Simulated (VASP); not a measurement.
# VGe (zincblende type) (F-43m) in VASP: a series of runs, part 3 of 3

VASP 6.6.1.

## Step 4: Single point, PBE (19.90 Å³/atom)

This run uses another cell than the first one, of 19.90 Å³/atom.

The input, INCAR:

```
SYSTEM = VGe
ALGO = Normal ; EDIFF = 1E-6
ENCUT = 520 ; GGA = PE
ISIF = 2 ; ISMEAR = -1
LASPH = .TRUE. ; LCHARG = .FALSE.
LREAL = .FALSE. ; LWAVE = .FALSE.
NBANDS = 20 ; NELM = 60
PREC = Accurate ; SIGMA = 0.05
```

The input, KPOINTS:

```
k-points
0
G
  13 13 13
  0 0 0
```

The input, POSCAR:

```
VGe
1.0
    0.0000000000      2.7099179022      2.7099179022
    2.7099179022      0.0000000000      2.7099179022
    2.7099179022      2.7099179022      0.0000000000
V Ge
1 1
Direct
    0.0000000000      0.0000000000      0.0000000000
    0.2500000000      0.2500000000      0.2500000000
```

Potentials or basis: VASP PAW PBE potentials, release 64 (V_sv, Ge_d).

On the command line:

```sh
> cat potpaw_PBE.64/V_sv/POTCAR potpaw_PBE.64/Ge_d/POTCAR > POTCAR
> mpirun -np 1 vasp_std > vasp.out
```

OUTCAR:

```text
SYSTEM = VGe
   EDIFF = 1E-6
   ENCUT = 520
   GGA = PE
   ISIF = 2
   ISMEAR = -1
   LASPH = .TRUE.
   LREAL = .FALSE.
   NELM = 60
   PREC = Accurate

 ion  position               nearest neighbor table
   1  0.000  0.000  0.000-   2 2.35   2 2.35   2 2.35   2 2.35
   2  0.250  0.250  0.250-   1 2.35   1 2.35   1 2.35   1 2.35

  LATTYP: Found a face centered cubic cell.
 ALAT       =     5.4198358044

  Lattice vectors:

 A1 = (   0.0000000000,   2.7099179022,   2.7099179022)
 A2 = (   2.7099179022,   0.0000000000,   2.7099179022)
 A3 = (   2.7099179022,   2.7099179022,   0.0000000000)

Analysis of symmetry for initial positions (statically):
=====================================================================
 Subroutine PRICEL returns:
 Original cell was already a primitive cell.

 Routine SETGRP: Setting up the symmetry group for a
 face centered cubic supercell.

 Subroutine GETGRP returns: Found 24 space group operations
 (whereof 24 operations were pure point group operations)
 out of a pool of 48 trial point group operations.

The static configuration has the point symmetry T_d .

Analysis of symmetry for dynamics (positions and initial velocities):
=====================================================================
 Subroutine PRICEL returns:
 Original cell was already a primitive cell.

 Routine SETGRP: Setting up the symmetry group for a
 face centered cubic supercell.

 Subroutine GETGRP returns: Found 24 space group operations
 (whereof 24 operations were pure point group operations)
 out of a pool of 48 trial point group operations.

The dynamic configuration has the point symmetry T_d .

 Subroutine INISYM returns: Found 24 space group operations
 (whereof 24 operations are pure point group operations),
 and found     1 'primitive' translations

----------------------------------------------------------------------------------------

                                     Primitive cell

[... 106 lines left out ...]
   EFERMI_NEDOS =   21; number of points for ismear=-14 and -15
   IALGO  =     38    algorithm
   IMIX   =      4    mixing-type and parameters
     AMIX     =   0.40;   BMIX     =  1.00
     AMIX_MAG =   1.60;   BMIX_MAG =  1.00
  volume/ion in A,a.u.               =      19.90       134.30
  Fermi-wavevector in a.u.,A,eV,Ry     =   1.438456  2.718288 28.152577  2.069156
  Thomas-Fermi vector in A             =   2.557421
   LORBIT       =      0    0 simple, 1 ext, 2 COOP (PROOUT), +10 PAW based schemes
   GGA     = PE    functional components
   LHFCALC =     F    Hartree Fock is set to
   AEXX    =    0.0000 exact exchange contribution
   IVDW    =     0    specifies the selected vdW correction
   LEPSILON=     F    determine dielectric tensor
   LRPA    =     F    only Hartree local field effects (RPA)
 non-spin polarized calculation
  energy-cutoff  :      520.00
  volume of cell :       39.80
 maximum number of plane-waves:      1083
 NGX is ok and might be reduce to    30
   NGX = 15   NGY = 15   NGZ = 15

 number of electron      27.0000006 magnetization

 Free energy of the ion-electron system (eV)
  ---------------------------------------------------
  ext. energy  EPLUGINS =         0.00000000
  ---------------------------------------------------
  free energy    TOTEN  =       -11.52068941 eV

  energy without entropy =      -11.49702477  energy(sigma->0) =      -11.50885709

 E-fermi :   5.3780     XC(G=0): -10.6179

 val. band max:        5.3770796917   @ k =  -0.1538   0.2308   0.0769
 cond. band min:       5.3853213721   @ k =  -0.4615   0.3077   0.1538
 fundamental gap:      0.0082416804
 Fermi energy:         5.3779927761

 k-point     1 :       0.0000    0.0000    0.0000
  band No.  band energies     occupation
      1     -58.9117      2.00000
      2     -32.7919      2.00000
      3     -32.7919      2.00000
      4     -32.7919      2.00000
      5     -18.1371      2.00000
      6     -18.1371      2.00000
[... 541 lines left out ...]
     19      12.6103      0.00000
     20      15.1221      0.00000

 [... further k-points ...]

------------------------ aborting loop because EDIFF is reached ----------------------------------------

  FORCE on cell =-STRESS in cart. coord.  units (eV):
  Direction    XX          YY          ZZ          XY          YZ          ZX
  --------------------------------------------------------------------------------------
  -------------------------------------------------------------------------------------
  Total        2.4486784      2.4486784      2.4486784      0.0000000     -0.0000000      0.0000000
  in kB       98.5698122     98.5698122     98.5698122      0.0000000     -0.0000000      0.0000000
  external PRESSURE =      98.5698122 kB  Pullay stress =       0.0000000 kB

 VOLUME and BASIS-vectors are now :
 -----------------------------------------------------------------------------
  energy-cutoff  :      520.00
  volume of cell :       39.80
      direct lattice vectors                 reciprocal lattice vectors
     0.000000000  2.709917902  2.709917902    -0.184507435  0.184507435  0.184507435
     2.709917902  0.000000000  2.709917902     0.184507435 -0.184507435  0.184507435
     2.709917902  2.709917902  0.000000000     0.184507435  0.184507435 -0.184507435

 POSITION                                       TOTAL-FORCE (eV/Angst)
 -----------------------------------------------------------------------------------
      0.00000      0.00000      0.00000        -0.000000     -0.000000     -0.000000
      1.35496      1.35496      1.35496         0.000000      0.000000      0.000000
 -----------------------------------------------------------------------------------
    total drift:                               -0.000001     -0.000001     -0.000001

  FREE ENERGIE OF THE ION-ELECTRON SYSTEM (eV)
  ---------------------------------------------------
  free  energy   TOTEN  =       -11.5206894092 eV

  energy  without entropy=      -11.4970247705  energy(sigma->0) =      -11.50885709
```

OSZICAR:

```text
N       E                     dE             d eps       ncg     rms          rms(c)
DAV:   1     0.242125393545E+03    0.24213E+03   -0.13784E+04  3680   0.293E+03
DAV:   2     0.896239487601E+01   -0.23316E+03   -0.22692E+03  3376   0.617E+02
DAV:   3    -0.133904209448E+02   -0.22353E+02   -0.22038E+02  3628   0.140E+02
DAV:   4    -0.140191780409E+02   -0.62876E+00   -0.62833E+00  3816   0.252E+01
DAV:   5    -0.140294251551E+02   -0.10247E-01   -0.10247E-01  3648   0.383E+00    0.170E+01
DAV:   6    -0.135767652521E+02    0.45266E+00   -0.30172E+01  3476   0.431E+01    0.135E+01
DAV:   7    -0.116215215420E+02    0.19552E+01   -0.14953E+01  3436   0.314E+01    0.455E+00
DAV:   8    -0.115214212645E+02    0.10010E+00   -0.54885E-01  3512   0.628E+00    0.776E-01
DAV:   9    -0.115219224095E+02   -0.50114E-03   -0.20260E-02  3680   0.120E+00    0.351E-01
DAV:  10    -0.115207314870E+02    0.11909E-02   -0.36435E-03  3616   0.483E-01    0.903E-02
DAV:  11    -0.115206908087E+02    0.40678E-04   -0.41414E-04  3684   0.176E-01    0.315E-02
DAV:  12    -0.115206899103E+02    0.89837E-06   -0.45436E-05  3644   0.739E-02    0.204E-02
DAV:  13    -0.115206894092E+02    0.50116E-06   -0.60882E-06  3836   0.334E-02
   1 F= -.11520689E+02 E0= -.11508857E+02  d E =-.236646E-01
```

Run time: 98 s. Hardware: 1 thread of Intel Xeon Platinum 8488C (Sapphire Rapids), shared host; peak memory 0.21 GiB.

What came out:

```
Free energy            : -11.5207 eV
Pressure               : 9.9 GPa
Band gap on the k mesh : zero (an odd number of electrons rules out a gap without spin polarisation)
```

Caveat: the cell stands under pressure.

## Step 5: Single point, PBE

This run uses another cell than the first one, of 22.11 Å³/atom.

The input, INCAR:

```
ALGO = Normal ; EDIFF = 1E-7
ENCUT = 520 ; GGA = PE
ISIF = 2 ; ISMEAR = -1
LASPH = T ; LCHARG = F
LREAL = F ; LWAVE = F
NBANDS = 20 ; NELM = 100
PREC = Accurate ; SIGMA = 0.05
```

The input, KPOINTS:

```
k-points
0
Gamma
  13 13 13
```

The input, POSCAR:

```
VGe
1.0
    0.0000000000      2.8067816647      2.8067816647
    2.8067816647      0.0000000000      2.8067816647
    2.8067816647      2.8067816647      0.0000000000
V Ge
1 1
Direct
    0.0000000000      0.0000000000      0.0000000000
    0.2500000000      0.2500000000      0.2500000000
```

On the command line:

```sh
> cat potpaw_PBE.64/V_sv/POTCAR potpaw_PBE.64/Ge_d/POTCAR > POTCAR
> mpirun -np 1 vasp_std > vasp.out
```

Run time: 1.7 min. Hardware: 1 thread of Intel Xeon Platinum 8488C (Sapphire Rapids), shared host; peak memory 0.22 GiB.

The run converged. Its results:

- Free energy: -11.6479 eV
- Pressure: 0.1 GPa
- Band gap on the k mesh: zero (an odd number of electrons rules out a gap without spin polarisation)

Levels at points of the mesh, in eV from the Fermi level:
```tsv
k point	band 11	band 12	band 13	band 14	band 15	band 16
(0.00, 0.00, 0.00)	-1.62	-1.62	-1.62	0.25	0.25	5.39
```

## Step 6: Relaxation of cell and atoms, PBE

This run uses another cell than the first one, of 23.83 Å³/atom.

The input, INCAR:

```
PREC = Accurate
ENCUT = 600
EDIFF = 1E-6
ISMEAR = -1
SIGMA = 0.05
LREAL = False
LASPH = True
NELM = 60
ALGO = Normal
ISIF = 3
LWAVE = False
LCHARG = False
GGA = PE
IBRION = 2
NSW = 60
EDIFFG = -0.005
```

The input, KPOINTS:

```
regular mesh
0
Gamma
  13 13 13
```

The input, POSCAR:

```
VGe
1.0
    0.0000000000      2.8778344937      2.8778344937
    2.8778344937      0.0000000000      2.8778344937
    2.8778344937      2.8778344937      0.0000000000
V Ge
1 1
Direct
    0.0000000000      0.0000000000      0.0000000000
    0.2500000000      0.2500000000      0.2500000000
```

Potentials or basis: VASP PAW PBE potentials, release 64 (V_sv, Ge_d).

On the command line:

```sh
> cat potpaw_PBE.64/V_sv/POTCAR potpaw_PBE.64/Ge_d/POTCAR > POTCAR
> mpirun -np 1 vasp_std > vasp.out
```

Run time: 4.7 min. Hardware: 1 thread of Intel Xeon Platinum 8488C (Sapphire Rapids), shared host; peak memory 0.27 GiB.

It converged, with:

```
Free energy                           : -11.6490 eV
Relaxed volume                        : 22.13 Å³/atom
Relaxed cell                          : a = 3.970 Å, b = 3.970 Å, c = 3.970 Å, α = 60.00°, β = 60.00°, γ = 60.00°
Space group after relaxing (to 0.1 Å) : F-43m (No. 216)
Energy gained by relaxing             : 26.6 meV/atom
Ionic steps                           : 3
Pressure after relaxing               : 0.0 GPa
Band gap on the k mesh                : zero (an odd number of electrons rules out a gap without spin polarisation)
```

The path:
```csv
step,energy change (eV),largest force (eV/Å),pressure (GPa),volume (Å³)
1,0.0000,0.0000,-4.70,47.67
2,-0.0446,0.0000,2.25,43.01
3,-0.0533,0.0000,0.02,44.26
```

Final structure:
```xyz
2
Lattice="0.0000 2.8075 2.8075 2.8075 0.0000 2.8075 2.8075 2.8075 0.0000" Properties=species:S:1:pos:R:3 pbc="T T T"
V     0.0000    0.0000    0.0000
Ge    1.4038    1.4038    1.4038
```

Levels at points of the mesh, in eV from the Fermi level:
| k point | band 11 | band 12 | band 13 | band 14 | band 15 | band 16 |
| --- | --- | --- | --- | --- | --- | --- |
| (0.00, 0.00, 0.00) | -1.62 | -1.62 | -1.62 | 0.25 | 0.25 | 5.39 |

## Step 7: Overview

| task | cell | cutoff (eV) | gap on the mesh (eV) | pressure (GPa) |
| --- | --- | --- | --- | --- |
| single point | a = 3.685 Å, angles 60.0°, 2 atoms | 520 | none | 26.4 |
| single point | a = 3.832 Å, angles 60.0°, 2 atoms | 520 | none | 9.9 |
| single point | a = 3.969 Å, angles 60.0°, 2 atoms | 520 | none | 0.1 |
| relaxation of cell and atoms | relaxed from a = 4.070 Å, angles 60.0°, 2 atoms | 600 | none | 0.0 |

Alike in all rows: level PBE; potentials or basis VASP PAW PBE potentials, release 64 (V_sv, Ge_d); no spin polarisation; k mesh 13 × 13 × 13; smearing fermi-dirac 0.05 eV.

Caveats: the cell stands under pressure (at least some runs).

Total energies depend on the potentials used, so only differences within one code and one set of settings carry meaning.
